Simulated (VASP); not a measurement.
Here is a VASP 6.6.1 calculation.

File POSCAR:

```
In2GaN3
1.0
   -1.7343029959      1.7343029959      7.4458551287
    1.7343029959     -1.7343029959      7.4458551287
    1.7343029959      1.7343029959     -7.4458551287
Ga N In
1 3 2
Direct
    0.0000000000      0.0000000000      0.0000000000
    0.4296274191      0.9296274191      0.5000000000
    0.7500000000      0.2500000000      0.5000000000
    0.0703725809      0.5703725809      0.5000000000
    0.3395418763      0.3395418763      0.0000000000
    0.6604581237      0.6604581237      0.0000000000
```

INCAR.step1

```
SYSTEM = In2GaN3
PREC = Accurate
ENCUT = 520
ISMEAR = -1
SIGMA = 0.02
LREAL = .FALSE.
LASPH = .TRUE.
NELM = 60
NBANDS = 36
GGA = PE
ALGO = Normal
EDIFF = 1E-4
LWAVE = .TRUE.
LCHARG = .FALSE.
```

Contents of INCAR.step2:

```
SYSTEM = In2GaN3
PREC = Accurate
ENCUT = 520
EDIFF = 1E-6
ISMEAR = -1
SIGMA = 0.02
LREAL = .FALSE.
LASPH = .TRUE.
NELM = 60
ALGO = Normal
ISIF = 2
LWAVE = .FALSE.
LCHARG = .FALSE.
METAGGA = R2SCAN
LMIXTAU = .TRUE.
NBANDS = 36
ISTART = 1
```

KPOINTS

```
regular mesh
0
G
  8 8 8
  0 0 0
```

Potentials or basis: VASP PAW PBE potentials, release 64 (Ga_d, N, In_d).

Command:

```console
$ cat potpaw_PBE.64/Ga_d/POTCAR potpaw_PBE.64/N/POTCAR potpaw_PBE.64/In_d/POTCAR > POTCAR
$ cp INCAR.step1 INCAR
$ mpirun -np 1 vasp_std > vasp.out
$ cp INCAR.step2 INCAR
$ mpirun -np 1 vasp_std > vasp.out
```

(1) Estimate the largest force.

(2) Predict the pressure.

## Answers

(1) 0.099 eV/Å.

(2) -7.5 GPa.

Caveat: the PAW data sets were made with another functional, which shifts forces and pressure a little.
